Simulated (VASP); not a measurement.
# ZrSe2 (P-3m1) in VASP: relaxation of cell and atoms with PBEsol

Aim: the relaxation of cell and atoms of ZrSe2 with PBEsol.

Everything below comes from runs of VASP 6.6.1. Logs are shortened: lines on timing, memory, paths and dates and some standing lists are left out, and cuts for length are marked.

## 1. The cell of the first run

The structure is trigonal, space group P-3m1 (No. 164). The conventional cell has a = 3.736 Å, b = 3.736 Å, c = 6.036 Å, α = 90.00°, β = 90.00°, γ = 120.00°. Zr (site symmetry -3m) has 6 Se at 2.68 Å within 3.5 Å. Within 3.9 Å of Se (site symmetry 3m) lie 3 Zr at 2.68 Å and 12 Se at 3.57 to 3.86 Å.

## 2. Relaxation of cell and atoms, PBEsol

The input, INCAR:

```
PREC = Accurate ; ENCUT = 500
EDIFF = 1E-7 ; ISMEAR = 0
SIGMA = 0.1 ; LREAL = False
LASPH = True ; NELM = 120
ALGO = Normal ; ISIF = 3
LWAVE = False ; LCHARG = False
GGA = PS ; IBRION = 2
NSW = 70 ; EDIFFG = -0.005
GGA_COMPAT = False ; NELMIN = 4
```

The input, KPOINTS:

```
Automatic mesh
0
Gamma
  15 15 8
```

The input, POSCAR:

```
ZrSe2
1.0
    3.7361353436      0.0000000000      0.0000000000
   -1.8680676718      3.2355881195      0.0000000000
    0.0000000000      0.0000000000      6.0364082756
Zr Se
1 2
Direct
    0.0000000000      0.0000000000      0.0000000000
    0.3333333333      0.6666666667      0.2647471434
    0.6666666667      0.3333333333      0.7352528566
```

Potentials or basis: VASP PAW PBE potentials, release 64 (Zr_sv, Se).

On the command line:

```
> cat potpaw_PBE.64/Zr_sv/POTCAR potpaw_PBE.64/Se/POTCAR > POTCAR
> mpirun -np 1 vasp_std > vasp.out
```

OUTCAR:

```text
PREC = Accurate
   ENCUT = 500
   EDIFF = 1E-7
   ISMEAR = 0
   LREAL = False
   LASPH = True
   NELM = 120
   ISIF = 3
   GGA = PS
   IBRION = 2
   NSW = 70
   EDIFFG = -0.005
   NELMIN = 4

 ion  position               nearest neighbor table
   1  0.000  0.000  0.000-   2 2.68   3 2.68   2 2.68   3 2.68   3 2.68   2 2.68
   2  0.333  0.667  0.265-   1 2.68   1 2.68   1 2.68
   3  0.667  0.333  0.735-   1 2.68   1 2.68   1 2.68

  LATTYP: Found a hexagonal cell.
 ALAT       =     3.7361353436
 C/A-ratio  =     1.6156824420

  Lattice vectors:

 A1 = (   3.7361353436,   0.0000000000,   0.0000000000)
 A2 = (  -1.8680676718,   3.2355881195,   0.0000000000)
 A3 = (   0.0000000000,   0.0000000000,   6.0364082756)

Analysis of symmetry for initial positions (statically):
=====================================================================
 Subroutine PRICEL returns:
 Original cell was already a primitive cell.

 Routine SETGRP: Setting up the symmetry group for a
 hexagonal supercell.

 Subroutine GETGRP returns: Found 12 space group operations
 (whereof 12 operations were pure point group operations)
 out of a pool of 24 trial point group operations.

The static configuration has the point symmetry D_3d.

Analysis of symmetry for dynamics (positions and initial velocities):
=====================================================================
 Subroutine PRICEL returns:
 Original cell was already a primitive cell.

 Routine SETGRP: Setting up the symmetry group for a
 hexagonal supercell.

 Subroutine GETGRP returns: Found 12 space group operations
 (whereof 12 operations were pure point group operations)
 out of a pool of 24 trial point group operations.

The dynamic configuration has the point symmetry D_3d.

 Subroutine INISYM returns: Found 12 space group operations
 (whereof 12 operations are pure point group operations),
 and found     1 'primitive' translations

----------------------------------------------------------------------------------------

                                     Primitive cell

  volume of cell :      72.9717

  direct lattice vectors                    reciprocal lattice vectors
     3.736135344  0.000000000  0.000000000     0.267656257  0.154531412  0.000000000
    -1.868067672  3.235588120  0.000000000     0.000000000  0.309062824  0.000000000
     0.000000000  0.000000000  6.036408276     0.000000000  0.000000000  0.165661426

  length of vectors
     3.736135344  3.736135344  6.036408276     0.309062824  0.309062824  0.165661426

  position of ions in fractional coordinates (direct lattice)
     0.000000000  0.000000000  0.000000000
     0.333333333  0.666666667  0.264747143
     0.666666667  0.333333333  0.735252857

  ion indices of the primitive-cell ions
   primitive index   ion index
                 1           1
                 2           2
                 3           3

----------------------------------------------------------------------------------------

 KPOINTS: Automatic mesh

Automatic generation of k-mesh.
 Grid dimensions read from file:
 generate k-points for:   15   15    8

 Generating k-lattice:

  Cartesian coordinates                     Fractional coordinates (reciprocal lattice)
     0.017843750  0.010302094  0.000000000     0.066666667  0.000000000  0.000000000
     0.000000000  0.020604188  0.000000000     0.000000000  0.066666667  0.000000000
     0.000000000  0.000000000  0.020707678     0.000000000  0.000000000  0.125000000

  Length of vectors
     0.020604188  0.020604188  0.020707678

  Shift w.r.t. Gamma in fractional coordinates (k-lattice)
     0.000000000  0.000000000  0.000000000

 Subroutine IBZKPT returns following result:
 ===========================================

 Found    192 irreducible k-points:

 Following reciprocal coordinates:
            Coordinates               Weight
  0.000000  0.000000  0.000000      1.000000
  0.066667  0.000000  0.000000      6.000000
  0.133333 -0.000000  0.000000      6.000000
  0.200000  0.000000  0.000000      6.000000
  0.266667 -0.000000  0.000000      6.000000
  0.333333  0.000000  0.000000      6.000000
[... 16 lines left out ...]
  0.333333  0.200000  0.000000     12.000000
  0.400000  0.200000  0.000000      6.000000
 [... further k-points ...]
   k-points           NKPTS =    192   k-points in BZ     NKDIM =    192   number of bands    NBANDS=     16
   number of dos      NEDOS =    301   number of ions     NIONS =      3
   total plane-waves  NPLWV =  37632
   dimension x,y,z NGX =    28 NGY =   28 NGZ =   48
   dimension x,y,z NGXF=    56 NGYF=   56 NGZF=   96
   ions per type =               1   2
   NGX,Y,Z   is equivalent  to a cutoff of  12.46, 12.46, 13.22 a.u.
   NGXF,Y,Z  is equivalent  to a cutoff of  24.92, 24.92, 26.44 a.u.
 SYSTEM =  unknown system
   PREC   = accura    normal or accurate (medium, high low for compatibility)
   ISTART =      0    job   : 0-new  1-cont  2-samecut
   ICHARG =      2    charge: 1-file 2-atom 10-const
   ISPIN  =      1    spin polarized calculation?
   LNONCOLLINEAR =      F non collinear calculations
   LSORBIT =      F    spin-orbit coupling
   LASPH  =      T    aspherical Exc in radial PAW
   ENCUT  =  500.0 eV  36.75 Ry    6.06 a.u.   6.81  6.81 11.01*2*pi/ulx,y,z
   NELM   =    120;   NELMIN=  4; NELMDL= -5     # of ELM steps
   EDIFF  = 0.1E-06   stopping-criterion for ELM
   LREAL  =      F    real-space projection
   EDIFFG = -.5E-02   stopping-criterion for IOM
   NSW    =     70    number of steps for IOM
   IBRION =      2    ionic relax: 0-MD 1-quasi-New 2-CG
   NFREE  =      1    steps in history (QN), initial steepest desc. (CG)
   ISIF   =      3    stress and relaxation
   ISYM   =      2    0-nonsym 1-usesym 2-fastsym
   POTIM  = 0.5000    time-step for ionic-motion
   TEBEG  =    0.0;   TEEND  =   0.0 temperature during run
   PSTRESS=    0.0 pullay stress
   NELECT =      24.0000    total number of electrons
   NUPDOWN=      -1.0000    fix difference up-down
   EMIN   =  10.00;   EMAX   =-10.00  energy-range for DOS
   EFERMI =   0.00;   METHOD = LEGACY
   ISMEAR =     0;   SIGMA  =   0.10  broadening in eV -4-tet -1-fermi 0-gaus
   EFERMI_NEDOS =   21; number of points for ismear=-14 and -15
   IALGO  =     38    algorithm
   IMIX   =      4    mixing-type and parameters
     AMIX     =   0.40;   BMIX     =  1.00
     AMIX_MAG =   1.60;   BMIX_MAG =  1.00
  volume/ion in A,a.u.               =      24.32       164.15
  Fermi-wavevector in a.u.,A,eV,Ry     =   1.130040  2.135466 17.374505  1.276990
  Thomas-Fermi vector in A             =   2.266735
   LORBIT       =      0    0 simple, 1 ext, 2 COOP (PROOUT), +10 PAW based schemes
   GGA     = PS    functional components
   LHFCALC =     F    Hartree Fock is set to
   AEXX    =    0.0000 exact exchange contribution
   IVDW    =     0    specifies the selected vdW correction
   LEPSILON=     F    determine dielectric tensor
   LRPA    =     F    only Hartree local field effects (RPA)
 conjugate gradient relaxation of ions
 non-spin polarized calculation
 Gauss-broadening in eV      SIGMA  =   0.10
  energy-cutoff  :      500.00
  volume of cell :       72.97
 maximum number of plane-waves:      1870
   NGX = 13   NGY = 13   NGZ = 23

--------------------------------------- Ionic step        1  -------------------------------------------

 number of electron      23.9999999 magnetization

 Free energy of the ion-electron system (eV)
  ---------------------------------------------------
  ext. energy  EPLUGINS =         0.00000000
  ---------------------------------------------------
  free energy    TOTEN  =       -20.81226903 eV

  energy without entropy =      -20.81137121  energy(sigma->0) =      -20.81182012

------------------------ aborting loop because EDIFF is reached ----------------------------------------

  FORCE on cell =-STRESS in cart. coord.  units (eV):
  Direction    XX          YY          ZZ          XY          YZ          ZX
  --------------------------------------------------------------------------------------
  -------------------------------------------------------------------------------------
  Total       -0.2928503     -0.2928503     -0.1450845     -0.0000000      0.0000000      0.0000000
  in kB       -6.4298654     -6.4298654     -3.1854978     -0.0000000      0.0000000      0.0000000
  external PRESSURE =      -5.3484095 kB  Pullay stress =       0.0000000 kB
[... 22 lines left out ...]
  energy  without entropy=      -20.8113712093  energy(sigma->0) =      -20.81182012

--------------------------------------- Ionic step        2  -------------------------------------------

 number of electron      23.9999999 magnetization

 E-fermi :   4.9847     XC(G=0): -10.0097

 val. band max:        4.9291872674   @ k =   0.0000   0.0000   0.0000
 cond. band min:       4.9869661505   @ k =   0.0667   0.0000   0.0000
 fundamental gap:      0.0577788830
 Fermi energy:         4.9847268801

 k-point     1 :       0.0000    0.0000    0.0000
  band No.  band energies     occupation
      1     -44.3838      2.00000
      2     -22.4900      2.00000
      3     -22.3591      2.00000
      4     -22.3591      2.00000
      5      -8.6261      2.00000
      6      -7.1759      2.00000
[... 8 lines left out ...]
     15       6.2251      0.00000
     16       9.0682      0.00000
[... 420 lines left out ...]
  band No.  band energies     occupation
      1     -44.3661      2.00000
      2     -22.5607      2.00000
      3     -22.4602      2.00000
      4     -22.4290      2.00000
      5      -7.3352      2.00000
      6      -7.2284      2.00000
[... 8 lines left out ...]
     15       7.6526      0.00000
     16       9.0153      0.00000

 [... further k-points ...]

------------------------ aborting loop because EDIFF is reached ----------------------------------------

  FORCE on cell =-STRESS in cart. coord.  units (eV):
  Direction    XX          YY          ZZ          XY          YZ          ZX
  --------------------------------------------------------------------------------------
  -------------------------------------------------------------------------------------
  Total        0.3138716      0.3138716      0.4586140      0.0000000      0.0000000      0.0000000
  in kB        6.9730482      6.9730482     10.1886818      0.0000000      0.0000000      0.0000000
  external PRESSURE =       8.0449261 kB  Pullay stress =       0.0000000 kB
[... 55 lines left out ...]
  FREE ENERGIE OF THE ION-ELECTRON SYSTEM (eV)
  ---------------------------------------------------
  free  energy   TOTEN  =       -20.8135629057 eV

  energy  without entropy=      -20.8126355687  energy(sigma->0) =      -20.81309924

[... ionic steps 4 to 11 ...]

--------------------------------------- Ionic step       12  -------------------------------------------

 number of electron      24.0000000 magnetization

------------------------ aborting loop because EDIFF is reached ----------------------------------------

  FORCE on cell =-STRESS in cart. coord.  units (eV):
  Direction    XX          YY          ZZ          XY          YZ          ZX
  --------------------------------------------------------------------------------------
  -------------------------------------------------------------------------------------
  Total       -0.0355681     -0.0355681     -0.0336926     -0.0000000      0.0000000      0.0000000
  in kB       -0.7704202     -0.7704202     -0.7297960     -0.0000000      0.0000000      0.0000000
  external PRESSURE =      -0.7568788 kB  Pullay stress =       0.0000000 kB
[... 59 lines left out ...]
  energy  without entropy=      -20.8154842456  energy(sigma->0) =      -20.81577869

--------------------------------------- Ionic step       14  -------------------------------------------

 number of electron      24.0000000 magnetization

 Free energy of the ion-electron system (eV)
  ---------------------------------------------------
  ext. energy  EPLUGINS =         0.00000000
  ---------------------------------------------------
  free energy    TOTEN  =       -20.81615649 eV

  energy without entropy =      -20.81556283  energy(sigma->0) =      -20.81585966

 E-fermi :   4.6999     XC(G=0):  -9.8731

 val. band max:        4.6536281325   @ k =   0.0000   0.0000   0.0000
 cond. band min:       4.7556041155   @ k =   0.4667  -0.0000   0.5000
 fundamental gap:      0.1019759830
 Fermi energy:         4.6999284926

 k-point     1 :       0.0000    0.0000    0.0000
  band No.  band energies     occupation
      1     -44.6782      2.00000
      2     -22.7758      2.00000
      3     -22.6498      2.00000
      4     -22.6498      2.00000
      5      -8.7916      2.00000
      6      -7.4483      2.00000
[... 8 lines left out ...]
     15       5.9608      0.00000
     16       8.8388      0.00000
[... 420 lines left out ...]
  band No.  band energies     occupation
      1     -44.6614      2.00000
      2     -22.8436      2.00000
      3     -22.7470      2.00000
      4     -22.7175      2.00000
      5      -7.5665      2.00000
      6      -7.4460      2.00000
[... 8 lines left out ...]
     15       7.3502      0.00000
     16       8.7002      0.00000

 [... further k-points ...]

------------------------ aborting loop because EDIFF is reached ----------------------------------------

  FORCE on cell =-STRESS in cart. coord.  units (eV):
  Direction    XX          YY          ZZ          XY          YZ          ZX
  --------------------------------------------------------------------------------------
  -------------------------------------------------------------------------------------
  Total       -0.0039779     -0.0039779      0.0055256      0.0000000      0.0000000      0.0000000
  in kB       -0.0862090     -0.0862090      0.1197519      0.0000000      0.0000000      0.0000000
  external PRESSURE =      -0.0175554 kB  Pullay stress =       0.0000000 kB
[... 18 lines left out ...]
  FREE ENERGIE OF THE ION-ELECTRON SYSTEM (eV)
  ---------------------------------------------------
  free  energy   TOTEN  =       -20.8161564875 eV

  energy  without entropy=      -20.8155628269  energy(sigma->0) =      -20.81585966

 reached required accuracy - stopping structural energy minimisation
```

Run time: 43 min. Hardware: 1 thread of Intel Xeon 8259CL, shared host; peak memory 0.38 GiB.

What came out:

| Quantity | Value |
| --- | --- |
| Free energy | -20.8162 eV |
| Relaxed volume | 24.64 Å³/atom |
| Relaxed cell | a = 3.730 Å, b = 3.730 Å, c = 6.135 Å, α = 90.00°, β = 90.00°, γ = 120.00° |
| Space group after relaxing (to 0.1 Å) | P-3m1 (No. 164) |
| Energy gained by relaxing | 1.3 meV/atom |
| Ionic steps | 14 |
| Pressure after relaxing | 0.0 GPa |
| Band gap on the k mesh | 0.10 eV (least direct gap 1.01 eV) |

Step by step:
```csv
step,energy change (eV),largest force (eV/Å),pressure (GPa),volume (Å³)
1,0.0000,0.1389,-0.53,72.97
2,-0.0002,0.0506,0.80,72.12
3,-0.0013,0.0417,0.15,72.53
4,-0.0018,0.0414,0.14,72.64
5,-0.0029,0.0410,0.10,72.99
6,-0.0030,0.0429,0.06,73.69
7,-0.0032,0.0408,0.08,73.38
8,-0.0037,0.0249,0.00,73.70
9,-0.0039,0.0131,-0.07,73.94
10,-0.0039,0.0122,-0.06,73.96
11,-0.0039,0.0102,-0.08,73.99
12,-0.0039,0.0115,-0.08,73.97
13,-0.0038,0.0283,0.16,73.84
14,-0.0039,0.0008,0.00,73.93
```

Final structure:
```
CELL_PARAMETERS angstrom
3.73029 0.00000 0.00000
-1.86515 3.23053 0.00000
0.00000 0.00000 6.13471
ATOMIC_POSITIONS crystal
Zr 0.00000 0.00000 0.00000
Se 0.33333 0.66667 0.25917
Se 0.66667 0.33333 0.74083
```

Caveat: semilocal functionals underestimate gaps, and a narrow one can read as zero; the PAW data sets were made with another functional, which shifts forces and pressure a little; this functional lacks dispersion, which binds layers or chains, so the pressure and a relaxed spacing across them are unreliable. A k mesh can miss the band edges.
